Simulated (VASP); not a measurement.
## NaCl: single point with PBE

The system is NaCl.

```xyz
2
Lattice="0.0000 2.8095 2.8095 2.8095 0.0000 2.8095 2.8095 2.8095 0.0000" Properties=species:S:1:pos:R:3 pbc="T T T"
Na    0.0000    0.0000    0.0000
Cl    2.8095    2.8095    2.8095
```

This cell differs from its parent crystal: volume scaled by 0.960.

```yaml
Program: VASP 6.6.1
Task: single point
Functional: PBE
Potentials_or_basis: VASP PAW PBE potentials, release 64 (Na_pv, Cl)
Cutoff: 520 eV
k_mesh: 8 × 8 × 8
Occupations: gaussian, width 0.05 eV
Spin: no spin polarisation
Dipole_correction: no
Further_INCAR_settings: ALGO = Normal; EDIFF = 1e-06; NBANDS = 14
```

| Item | Value |
| --- | --- |
| Pressure | 1.0 GPa |
| Band gap on the k mesh | 5.15 eV, direct |

Levels at points of the mesh, in eV from the valence-band top:
| k point | band 4 | band 5 | band 6 | band 7 | band 8 | band 9 | band 10 | band 11 |
| --- | --- | --- | --- | --- | --- | --- | --- | --- |
| (0.00, 0.00, 0.00) | -12.68 | 0.00 | 0.00 | 0.00 | 5.15 | 11.13 | 11.13 | 11.13 |
| (0.50, 0.00, 0.00) | -12.34 | -1.96 | -0.27 | -0.27 | 7.29 | 10.72 | 11.00 | 11.00 |
| (0.50, 0.50, 0.00) | -12.29 | -1.69 | -0.61 | -0.61 | 7.57 | 8.07 | 11.40 | 14.88 |

It took 12 s on 1 thread of Intel(R) Xeon(R) Platinum 8375C CPU @ 2.90GHz (Ice Lake), on a shared host, peak memory 0.16 GiB.
